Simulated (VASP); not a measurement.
# GePt2 (P-62m) in VASP: a series of runs

Runs on GePt2. Level: PBEsol. Tasks: single point, relaxation of shape and atoms at fixed volume.

All numbers are computed with VASP 6.6.1; they aren't measurements. Logs are shortened: lines on timing, memory, paths and dates and some standing lists are left out, and cuts for length are marked.

## Step 1: The cell of the first run

It takes space group P-62m (No. 189, hexagonal). The conventional cell has a = 6.761 Å, b = 6.761 Å, c = 3.459 Å, α = 90.00°, β = 90.00°, γ = 120.00°. Ge (site symmetry -6) has 9 Pt at 2.43 to 2.74 Å within 3.2 Å. Within 3.5 Å of Ge (site symmetry -62m) lie 9 Pt at 2.55 to 2.59 Å and 2 Ge at 3.46 Å. Within 3.5 Å of Pt (site symmetry m2m) lie 5 Ge at 2.55 to 2.74 Å and 8 Pt at 2.87 to 3.46 Å. Pt (site symmetry m2m) has 4 Ge at 2.43 to 2.59 Å and 6 Pt at 2.87 to 2.88 Å within 3.2 Å.

## Step 2: Single point, PBEsol

Input file INCAR:

```
PREC = Accurate
ENCUT = 520
EDIFF = 1E-6
ISMEAR = 0
SIGMA = 0.1
LREAL = False
LASPH = True
NELM = 80
ALGO = Fast
ISIF = 2
LWAVE = False
LCHARG = False
GGA = PS
NBANDS = 61
```

Input file KPOINTS:

```
Automatic mesh
0
Gamma
  6 6 10
```

Input file POSCAR:

```
GePt2
1.0
    6.7607254790      0.0000000000      0.0000000000
   -3.3803627395      5.8549600128      0.0000000000
    0.0000000000      0.0000000000      3.4586781828
Ge Pt
3 6
Direct
    0.6666666667      0.3333333333      0.0000000000
    0.3333333333      0.6666666667      0.0000000000
    0.0000000000      0.0000000000      0.5000000000
    0.6229372377      0.0000000000      0.5000000000
    0.3770627623      0.3770627623      0.5000000000
    0.0000000000      0.6229372377      0.5000000000
    0.0000000000      0.2849128606      0.0000000000
    0.7150871394      0.7150871394      0.0000000000
    0.2849128606      0.0000000000      0.0000000000
```

Potentials or basis: VASP PAW PBE potentials, release 64 (Ge_d, Pt).

Run with:

```bash
cat potpaw_PBE.64/Ge_d/POTCAR potpaw_PBE.64/Pt/POTCAR > POTCAR
mpirun -np 1 vasp_std > vasp.out
```

OUTCAR:

```text
PREC = Accurate
   ENCUT = 520
   EDIFF = 1E-6
   ISMEAR = 0
   LREAL = False
   LASPH = True
   NELM = 80
   ISIF = 2
   GGA = PS

 ion  position               nearest neighbor table
   1  0.667  0.333  0.000-   7 2.43   9 2.43   8 2.43   4 2.74   4 2.74   6 2.74   6 2.74   5 2.74
                             5 2.74
   2  0.333  0.667  0.000-   9 2.43   7 2.43   8 2.43   6 2.74   6 2.74   4 2.74   4 2.74   5 2.74
                             5 2.74
   3  0.000  0.000  0.500-   5 2.55   6 2.55   4 2.55   7 2.59   8 2.59   7 2.59   8 2.59   9 2.59
                             9 2.59
   4  0.623  0.000  0.500-   3 2.55   1 2.74   1 2.74   2 2.74   2 2.74   9 2.87   9 2.87   7 2.88
                             7 2.88   8 2.88   8 2.88
   5  0.377  0.377  0.500-   3 2.55   2 2.74   2 2.74   1 2.74   1 2.74   8 2.87   8 2.87   9 2.88
                             9 2.88   7 2.88   7 2.88
   6  0.000  0.623  0.500-   3 2.55   2 2.74   2 2.74   1 2.74   1 2.74   7 2.87   7 2.87   9 2.88
                             9 2.88   8 2.88   8 2.88
   7  0.000  0.285  0.000-   1 2.43   2 2.43   3 2.59   3 2.59   6 2.87   6 2.87   4 2.88   4 2.88
                             5 2.88   5 2.88   8 3.34   9 3.34
   8  0.715  0.715  0.000-   1 2.43   2 2.43   3 2.59   3 2.59   5 2.87   5 2.87   4 2.88   4 2.88
                             6 2.88   6 2.88   7 3.34   9 3.34
   9  0.285  0.000  0.000-   2 2.43   1 2.43   3 2.59   3 2.59   4 2.87   4 2.87   5 2.88   6 2.88
                             5 2.88   6 2.88   7 3.34   8 3.34

  LATTYP: Found a hexagonal cell.
 ALAT       =     6.7607254790
 C/A-ratio  =     0.5115838816

  Lattice vectors:

 A1 = (   6.7607254790,   0.0000000000,   0.0000000000)
 A2 = (  -3.3803627395,   5.8549600128,   0.0000000000)
 A3 = (   0.0000000000,   0.0000000000,   3.4586781828)

Analysis of symmetry for initial positions (statically):
=====================================================================
 Subroutine PRICEL returns:
 Original cell was already a primitive cell.

 Routine SETGRP: Setting up the symmetry group for a
 hexagonal supercell.

 Subroutine GETGRP returns: Found 12 space group operations
 (whereof 12 operations were pure point group operations)
 out of a pool of 24 trial point group operations.

The static configuration has the point symmetry D_3h.

Analysis of symmetry for dynamics (positions and initial velocities):
=====================================================================
 Subroutine PRICEL returns:
 Original cell was already a primitive cell.

 Routine SETGRP: Setting up the symmetry group for a
 hexagonal supercell.

 Subroutine GETGRP returns: Found 12 space group operations
 (whereof 12 operations were pure point group operations)
 out of a pool of 24 trial point group operations.

The dynamic configuration has the point symmetry D_3h.

 Subroutine INISYM returns: Found 12 space group operations
 (whereof 12 operations are pure point group operations),
 and found     1 'primitive' translations

----------------------------------------------------------------------------------------

                                     Primitive cell

  volume of cell :     136.9075

  direct lattice vectors                    reciprocal lattice vectors
     6.760725479  0.000000000  0.000000000     0.147913120  0.085397680  0.000000000
    -3.380362740  5.854960013  0.000000000     0.000000000  0.170795359  0.000000000
     0.000000000  0.000000000  3.458678183     0.000000000  0.000000000  0.289127796

  length of vectors
     6.760725479  6.760725479  3.458678183     0.170795359  0.170795359  0.289127796

  position of ions in fractional coordinates (direct lattice)
     0.666666667  0.333333333  0.000000000
     0.333333333  0.666666667  0.000000000
     0.000000000  0.000000000  0.500000000
     0.622937238  0.000000000  0.500000000
     0.377062762  0.377062762  0.500000000
     0.000000000  0.622937238  0.500000000
     0.000000000  0.284912861  0.000000000
     0.715087139  0.715087139  0.000000000
     0.284912861  0.000000000  0.000000000

  ion indices of the primitive-cell ions
   primitive index   ion index
                 1           1
                 2           2
                 3           3
                 4           4
                 5           5
                 6           6
                 7           7
                 8           8
                 9           9

----------------------------------------------------------------------------------------

 KPOINTS: Automatic mesh

Automatic generation of k-mesh.
 Grid dimensions read from file:
 generate k-points for:    6    6   10

 Generating k-lattice:

  Cartesian coordinates                     Fractional coordinates (reciprocal lattice)
     0.024652187  0.014232947  0.000000000     0.166666667  0.000000000  0.000000000
     0.000000000  0.028465893  0.000000000     0.000000000  0.166666667  0.000000000
     0.000000000  0.000000000  0.028912780     0.000000000  0.000000000  0.100000000

  Length of vectors
     0.028465893  0.028465893  0.028912780

  Shift w.r.t. Gamma in fractional coordinates (k-lattice)
     0.000000000  0.000000000  0.000000000

 Subroutine IBZKPT returns following result:
 ===========================================

 Found     42 irreducible k-points:

 Following reciprocal coordinates:
            Coordinates               Weight
  0.000000  0.000000  0.000000      1.000000
  0.166667 -0.000000  0.000000      6.000000
  0.333333  0.000000  0.000000      6.000000
  0.500000 -0.000000  0.000000      3.000000
  0.166667  0.166667  0.000000      6.000000
  0.333333  0.166667  0.000000     12.000000
[... 16 lines left out ...]
  0.166667 -0.000000  0.300000     12.000000
  0.333333  0.000000  0.300000     12.000000
 [... further k-points ...]
   k-points           NKPTS =     42   k-points in BZ     NKDIM =     42   number of bands    NBANDS=     61
   number of dos      NEDOS =    301   number of ions     NIONS =      9
   total plane-waves  NPLWV =  70000
   dimension x,y,z NGX =    50 NGY =   50 NGZ =   28
   dimension x,y,z NGXF=   100 NGYF=  100 NGZF=   56
   ions per type =               3   6
   NGX,Y,Z   is equivalent  to a cutoff of  12.29, 12.29, 13.46 a.u.
   NGXF,Y,Z  is equivalent  to a cutoff of  24.59, 24.59, 26.92 a.u.
 SYSTEM =  unknown system
   PREC   = accura    normal or accurate (medium, high low for compatibility)
   ISTART =      0    job   : 0-new  1-cont  2-samecut
   ICHARG =      2    charge: 1-file 2-atom 10-const
   ISPIN  =      1    spin polarized calculation?
   LNONCOLLINEAR =      F non collinear calculations
   LSORBIT =      F    spin-orbit coupling
   LASPH  =      T    aspherical Exc in radial PAW
   ENCUT  =  520.0 eV  38.22 Ry    6.18 a.u.  12.57 12.57  6.43*2*pi/ulx,y,z
   NELM   =     80;   NELMIN=  2; NELMDL= -5     # of ELM steps
   EDIFF  = 0.1E-05   stopping-criterion for ELM
   LREAL  =      F    real-space projection
   EDIFFG = 0.1E-04   stopping-criterion for IOM
   NSW    =      0    number of steps for IOM
   IBRION =     -1    ionic relax: 0-MD 1-quasi-New 2-CG
   NFREE  =      0    steps in history (QN), initial steepest desc. (CG)
   ISIF   =      2    stress and relaxation
   ISYM   =      2    0-nonsym 1-usesym 2-fastsym
   POTIM  = 0.5000    time-step for ionic-motion
   TEBEG  =    0.0;   TEEND  =   0.0 temperature during run
   PSTRESS=    0.0 pullay stress
   NELECT =     102.0000    total number of electrons
   NUPDOWN=      -1.0000    fix difference up-down
   EMIN   =  10.00;   EMAX   =-10.00  energy-range for DOS
   EFERMI =   0.00;   METHOD = LEGACY
   ISMEAR =     0;   SIGMA  =   0.10  broadening in eV -4-tet -1-fermi 0-gaus
   EFERMI_NEDOS =   21; number of points for ismear=-14 and -15
   IALGO  =     68    algorithm
   IMIX   =      4    mixing-type and parameters
     AMIX     =   0.40;   BMIX     =  1.00
     AMIX_MAG =   1.60;   BMIX_MAG =  1.00
  volume/ion in A,a.u.               =      15.21       102.66
  Fermi-wavevector in a.u.,A,eV,Ry     =   1.484109  2.804559 29.967908  2.202579
  Thomas-Fermi vector in A             =   2.597687
   LORBIT       =      0    0 simple, 1 ext, 2 COOP (PROOUT), +10 PAW based schemes
   GGA     = PS    functional components
   LHFCALC =     F    Hartree Fock is set to
   AEXX    =    0.0000 exact exchange contribution
   IVDW    =     0    specifies the selected vdW correction
   LEPSILON=     F    determine dielectric tensor
   LRPA    =     F    only Hartree local field effects (RPA)
 non-spin polarized calculation
 RMM-DIIS sequential band-by-band and
 Gauss-broadening in eV      SIGMA  =   0.10
  energy-cutoff  :      520.00
  volume of cell :      136.91
 maximum number of plane-waves:      3721
   NGX = 25   NGY = 25   NGZ = 13

 number of electron     102.0000012 magnetization

 Free energy of the ion-electron system (eV)
  ---------------------------------------------------
  ext. energy  EPLUGINS =         0.00000000
  ---------------------------------------------------
  free energy    TOTEN  =       -59.94887023 eV

  energy without entropy =      -59.94227569  energy(sigma->0) =      -59.94557296

 E-fermi :  10.3175     XC(G=0): -13.1907

 val. band max:       10.3053512062   @ k =   0.1667  -0.0000   0.2000
 cond. band min:      10.3224704559   @ k =   0.0000   0.0000   0.1000
 fundamental gap:      0.0171192497
 Fermi energy:        10.3174610358

 k-point     1 :       0.0000    0.0000    0.0000
  band No.  band energies     occupation
      1     -14.5749      2.00000
      2     -14.5623      2.00000
      3     -14.5620      2.00000
      4     -14.5620      2.00000
      5     -14.5574      2.00000
      6     -14.5419      2.00000
[... 53 lines left out ...]
     60      16.3134      0.00000
     61      16.3422      0.00000

 k-point     2 :       0.1667   -0.0000    0.0000
  band No.  band energies     occupation
      1     -14.5748      2.00000
      2     -14.5621      2.00000
      3     -14.5620      2.00000
      4     -14.5620      2.00000
      5     -14.5577      2.00000
      6     -14.5419      2.00000
[... 1406 lines left out ...]
      5     -14.5425      2.00000
      6     -14.5413      2.00000
[... 53 lines left out ...]
     60      16.2399      0.00000
     61      16.2939      0.00000

 [... further k-points ...]

------------------------ aborting loop because EDIFF is reached ----------------------------------------

  FORCE on cell =-STRESS in cart. coord.  units (eV):
  Direction    XX          YY          ZZ          XY          YZ          ZX
  --------------------------------------------------------------------------------------
  -------------------------------------------------------------------------------------
  Total        0.1252411      0.1252411      0.0448087      0.0000000      0.0000000     -0.0000000
  in kB        1.4656498      1.4656498      0.5243791      0.0000000      0.0000000     -0.0000000
  external PRESSURE =       1.1518929 kB  Pullay stress =       0.0000000 kB

 VOLUME and BASIS-vectors are now :
 -----------------------------------------------------------------------------
  energy-cutoff  :      520.00
  volume of cell :      136.91
      direct lattice vectors                 reciprocal lattice vectors
     6.760725479  0.000000000  0.000000000     0.147913120  0.085397680  0.000000000
    -3.380362740  5.854960013  0.000000000     0.000000000  0.170795359  0.000000000
     0.000000000  0.000000000  3.458678183     0.000000000  0.000000000  0.289127796

 POSITION                                       TOTAL-FORCE (eV/Angst)
 -----------------------------------------------------------------------------------
      3.38036      1.95165      0.00000         0.000000     -0.000000     -0.000000
     -0.00000      3.90331      0.00000        -0.000000     -0.000000     -0.000000
      0.00000      0.00000      1.72934         0.000000     -0.000000     -0.000000
      4.21151      0.00000      1.72934        -0.002868     -0.000000      0.000000
      1.27461      2.20769      1.72934         0.001434      0.002484      0.000000
     -2.10575      3.64727      1.72934         0.001434     -0.002484     -0.000000
     -0.96311      1.66815      0.00000         0.002649     -0.004589      0.000000
      2.41725      4.18681      0.00000         0.002649      0.004589     -0.000000
      1.92622      0.00000      0.00000        -0.005299     -0.000000     -0.000000
 -----------------------------------------------------------------------------------
    total drift:                               -0.000001     -0.000001      0.000000

  FREE ENERGIE OF THE ION-ELECTRON SYSTEM (eV)
  ---------------------------------------------------
  free  energy   TOTEN  =       -59.9488702286 eV

  energy  without entropy=      -59.9422756860  energy(sigma->0) =      -59.94557296
```

Run time: 7.8 min. Hardware: 1 thread of Intel Xeon Platinum 8488C (Sapphire Rapids), shared host; peak memory 0.42 GiB.

What came out:

```
Free energy            : -59.9489 eV
Pressure               : 0.1 GPa
Largest force          : 0.005 eV/Å
Band gap on the k mesh : zero (bands 51 and 52 overlap by 1.28 eV)
```

Forces in eV/Å, atoms in the order of the input:
```
Ge   0.000  0.000  0.000
Ge   0.000  0.000  0.000
Ge   0.000  0.000  0.000
Pt  -0.003  0.000  0.000
Pt   0.001  0.002  0.000
Pt   0.001 -0.002  0.000
Pt   0.003 -0.005  0.000
Pt   0.003  0.005  0.000
Pt  -0.005  0.000  0.000
```

Levels at points of the mesh, in eV from the Fermi level:
| k point | band 48 | band 49 | band 50 | band 51 | band 52 | band 53 | band 54 | band 55 |
| --- | --- | --- | --- | --- | --- | --- | --- | --- |
| (0.00, 0.00, 0.00) | -1.51 | -1.30 | -1.30 | -1.19 | -0.90 | 0.68 | 2.11 | 5.15 |
| (0.50, 0.00, 0.00) | -1.10 | -0.99 | -0.80 | -0.38 | 0.23 | 1.04 | 1.10 | 3.61 |
| (0.00, 0.00, 0.50) | -0.69 | -0.69 | 0.02 | 0.02 | 0.89 | 1.07 | 1.51 | 1.54 |
| (0.50, 0.00, 0.50) | -1.32 | -1.31 | -0.99 | -0.97 | 1.18 | 1.56 | 2.17 | 2.62 |

Caveat: the PAW data sets were made with another functional, which shifts forces and pressure a little; spin-orbit coupling is left out, which moves the levels of the heavy elements.

(Part 1 of 2 ends here.)
